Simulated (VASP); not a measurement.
Wanted: the native input for a VASP 6.6.1 run.

```
Task                   : single point
Functional             : LDA
Potentials or basis    : VASP PAW LDA potentials, release 64 (Mo_sv, S)
Cutoff                 : 500 eV
k mesh                 : 6 × 6 × 6
Occupations            : gaussian, width 0.05 eV
Spin                   : collinear spin
Starting moments       : [1.59, 0.0, 0.0] μB
Hubbard terms          : Mo d U = 3.0 eV, J = 0.7 eV
Dipole correction      : no
LDAUTYPE               : 1
Hund's J               : 0.7
Further INCAR settings : ALGO = Normal; EDIFF = 1e-06; NBANDS = 24
```

The structure of MoS2 lies in POSCAR:

```
MoS2
1.0
    0.0000000000      2.9959514200      2.9959514200
    2.9959514200      0.0000000000      2.9959514200
    2.9959514200      2.9959514200      0.0000000000
Mo S
1 2
Direct
    0.0000000000      0.0000000000      0.0000000000
    0.2500000000      0.2500000000      0.2500000000
    0.7500000000      0.7500000000      0.7500000000
```

One way to write it, as run:

INCAR

```
SYSTEM = MoS2
PREC     = Accurate       ! precision mode
ENCUT    = 500            ! plane-wave cutoff, eV
EDIFF    = 1E-6           ! SCF threshold, eV
ISMEAR   = 0              ! smearing method
SIGMA    = 0.05           ! smearing width, eV
LREAL    = .FALSE.        ! projectors in reciprocal space
LASPH    = .TRUE.         ! aspherical terms in the spheres
NELM     = 200            ! most SCF steps
ALGO     = Normal         ! electronic algorithm
ISIF     = 2              ! what is computed and relaxed
LWAVE    = .FALSE.        ! write WAVECAR
LCHARG   = .FALSE.        ! write CHGCAR
ISPIN    = 2              ! spin polarisation
MAGMOM   = 1.59 0 0       ! initial moments
LORBIT   = 11             ! projections on sites
LMAXMIX  = 4              ! l up to which the mixer works
LDAU     = .TRUE.         ! DFT+U
LDAUTYPE = 1            
LDAUL    = 2 -1           ! shell
LDAUU    = 3 0            ! U, eV
LDAUJ    = 0.7 0        
LDAUPRINT= 1            
GGA      = CA             ! functional
NBANDS   = 24             ! bands
GGA_COMPAT= .FALSE.
```

KPOINTS

```
regular mesh
0
G
  6 6 6
  0 0 0
```

Potentials or basis: VASP PAW LDA potentials, release 64 (Mo_sv, S).

The run is started by

```sh
$ cat potpaw_LDA.64/Mo_sv/POTCAR potpaw_LDA.64/S/POTCAR > POTCAR
$ mpirun -np 1 vasp_std > vasp.out
```

It gave:

```
Pressure                                              : -7.6 GPa
Net moment                                            : 1.87 μB per cell
Site moments                                          : Mo +1.63; S -0.01 μB
Valence electrons inside the program's atomic spheres : Mo 12.12; S 3.68
```

Caveat: the cell stands under tension.

Wall time 62 s on 1 thread of Intel Xeon 8259CL, on a shared host, peak memory 0.17 GiB.
